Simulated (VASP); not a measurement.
Set up this calculation in VASP 6.6.1, as the native input.

```
Task                               : single point
Functional                         : B3LYP
Potentials or basis                : VASP PAW PBE potentials, release 64 (Ti_sv)
Cutoff                             : 400 eV
k mesh                             : 8 × 8 × 8
Occupations                        : fermi-dirac, width 0.1 eV
Spin                               : no spin polarisation
Dipole correction                  : no
Grid for exact exchange (PRECFOCK) : Normal
Further INCAR settings             : ALGO = Normal; EDIFF = 1e-06; NBANDS = 12
Share of exact exchange            : 0.2
```

The system is Ti.

```xyz
1
Lattice="-1.6410 1.6410 1.6410 1.6410 -1.6410 1.6410 1.6410 1.6410 -1.6410" Properties=species:S:1:pos:R:3 pbc="T T T"
Ti    0.0000    0.0000    0.0000
```

This isn't the form of Ti at room conditions, which is hcp.

These files were run (other wordings do the same):

POSCAR

```
Ti
1.0
   -1.6410000000      1.6410000000      1.6410000000
    1.6410000000     -1.6410000000      1.6410000000
    1.6410000000      1.6410000000     -1.6410000000
Ti
1
Direct
    0.0000000000      0.0000000000      0.0000000000
```

INCAR.step1

```
SYSTEM = Ti
  PREC = Accurate
  ENCUT = 400
  EDIFF = 1E-5
  ISMEAR = -1
  SIGMA = 0.1
  LREAL = .False.
  LASPH = .True.
  NELM = 120
  ALGO = Normal
  ISIF = 2
  LWAVE = .True.
  LCHARG = .False.
  NBANDS = 12
  GGA = PE
  GGA_COMPAT = .False.
```

INCAR.step2

```
SYSTEM = Ti
  PREC = Accurate
  ENCUT = 400
  EDIFF = 1E-6
  ISMEAR = -1
  SIGMA = 0.1
  LREAL = .False.
  LASPH = .True.
  NELM = 120
  ALGO = Normal
  ISIF = 2
  LWAVE = .False.
  LCHARG = .False.
  GGA = B3
  LHFCALC = .True.
  AEXX = 0.2
  AGGAX = 0.72
  AGGAC = 0.81
  ALDAC = 0.19
  PRECFOCK = Normal
  NBANDS = 12
  ISTART = 1
  GGA_COMPAT = .False.
```

KPOINTS

```
Automatic mesh
0
Gamma
  8 8 8
  0 0 0
```

Potentials or basis: VASP PAW PBE potentials, release 64 (Ti_sv).

Command:

```console
$ cat potpaw_PBE.64/Ti_sv/POTCAR > POTCAR
$ cp INCAR.step1 INCAR
$ mpirun -np 1 vasp_std > vasp.out
$ cp INCAR.step2 INCAR
$ mpirun -np 1 vasp_std > vasp.out
```

Results of the run:

```
Pressure               : -3.5 GPa
Band gap on the k mesh : zero (bands 6 and 7 overlap by 2.83 eV)
```

Caveat: the cell stands under tension; the PAW data sets were made with another functional, which shifts forces and pressure a little.

Run time: 12 min on 1 thread of Intel(R) Xeon(R) 6975P-C (Granite Rapids), with other jobs on the host, peak memory 0.13 GiB.
